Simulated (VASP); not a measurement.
Wanted: the native input for a VASP 6.6.1 run.

| Item | Value |
| --- | --- |
| Task | single point |
| Functional | PBE |
| Potentials or basis | VASP PAW PBE potentials, release 64 (B, N) |
| Cutoff | 520 eV |
| k mesh | 12 × 12 × 12 |
| Occupations | gaussian, width 0.05 eV |
| Spin | no spin polarisation |
| Dipole correction | no |
| Further INCAR settings | ALGO = Normal; EDIFF = 1e-06; NBANDS = 11 |

The structure of BN lies in POSCAR:

```
BN
1.0
    0.0000000000      1.7670355809      1.9004469573
    1.9004469573      0.0000000000      1.9004469573
    1.9004469573      1.7670355809      0.0000000000
B N
1 1
Direct
    0.0000000000      0.0000000000      0.0000000000
    0.7500000000      0.7500000000      0.7500000000
```

This cell differs from its parent crystal: volume 6.382 Å^3 an atom, c/a of the conventional cell 0.9298.

The input as run:

INCAR

```
SYSTEM = BN
ALGO     = Normal         ! electronic algorithm
EDIFF    = 1E-6           ! SCF threshold, eV
ENCUT    = 520            ! plane-wave cutoff, eV
GGA      = PE             ! functional
ISIF     = 2              ! what is computed and relaxed
ISMEAR   = 0              ! smearing method
LASPH    = .True.         ! aspherical terms in the spheres
LCHARG   = .False.        ! write CHGCAR
LREAL    = .False.        ! projectors in reciprocal space
LWAVE    = .False.        ! write WAVECAR
NBANDS   = 11             ! bands
NELM     = 80             ! most SCF steps
PREC     = Accurate       ! precision mode
SIGMA    = 0.05           ! smearing width, eV
```

KPOINTS

```
k-points
0
Gamma
  12 12 12
  0 0 0
```

Potentials or basis: VASP PAW PBE potentials, release 64 (B, N).

Command:

```console
$ cat potpaw_PBE.64/B/POTCAR potpaw_PBE.64/N/POTCAR > POTCAR
$ mpirun -np 1 vasp_std > vasp.out
```

Results of the run:

* Pressure: -22.7 GPa
* Band gap on the k mesh: 3.26 eV, indirect (least direct gap 7.75 eV)

Run time: 42 s on 1 thread of AMD EPYC 7R13, on a shared host, peak memory 0.1 GiB.
